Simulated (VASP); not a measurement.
# Ta: relaxation of cell and atoms with PBE

Ta:

```xyz
1
Lattice="2.8707 0.0000 0.0000 -1.4353 2.4861 0.0000 0.0000 0.0000 2.7327" Properties=species:S:1:pos:R:3 pbc="T T T"
Ta    0.0000    0.0000    0.0000
```

This isn't the form of Ta at room conditions, which is bcc.

```json
{"Program": "VASP 6.6.1", "Task": "relaxation of cell and atoms", "Functional": "PBE", "Potentials or basis": "VASP PAW PBE potentials, release 64 (Ta_pv)", "Cutoff": "600 eV", "k mesh": "15 × 15 × 14", "Occupations": "fermi-dirac, width 0.05 eV", "Spin": "no spin polarisation", "Target pressure": "2 GPa", "Dipole correction": "no", "Further INCAR settings": "ALGO = Normal; EDIFF = 1e-07; IBRION = 2; EDIFFG = -0.005; NSW = 32; ISIF = 3"}
```

The relaxed volume is 19.52 Å³/atom, the relaxed cell is a = 2.871 Å, b = 2.871 Å, c = 2.734 Å, α = 90.00°, β = 90.00°, γ = 120.00° and the space group after relaxing (to 0.1 Å) is P6/mmm (No. 191). The energy change on relaxing (the run minimises the enthalpy) is -0.2 meV/atom and the ionic steps are 3. The pressure after relaxing is 2.0 GPa. The band gap on the k mesh is zero (an odd number of electrons rules out a gap without spin polarisation).

Step by step:
```tsv
step	energy change (eV)	largest force (eV/Å)	pressure (GPa)	volume (Å³)
1	0.0000	0.0000	2.14	19.50
2	-0.0006	0.0000	1.73	19.55
3	-0.0002	0.0000	2.00	19.52
```

Final structure:
```
Ta
1.0
     2.87134    0.00000    0.00000
    -1.43567    2.48666    0.00000
     0.00000    0.00000    2.73362
Ta
1
Direct
  0.00000 0.00000 0.00000
```

Levels at points of the mesh, in eV from the Fermi level:
```
           k point  band 2  band 3  band 4  band 5  band 6  band 7  band 8  band 9
(0.00, 0.00, 0.00)  -33.73  -33.73   -7.96   -3.07    0.45    0.45    6.00    6.00
(0.00, 0.00, 0.50)  -33.62  -33.62   -4.52   -0.60    1.29    1.29    2.52    2.52
```

Run time: 41 s on 1 thread of AMD EPYC 9R45 96-Core Processor (Zen 5), with other jobs on the host, peak memory 0.16 GiB.

Caveat: the cell is relaxed towards a set pressure, so the run minimises the enthalpy, not the energy; spin-orbit coupling is left out, which moves the levels of the heavy elements.
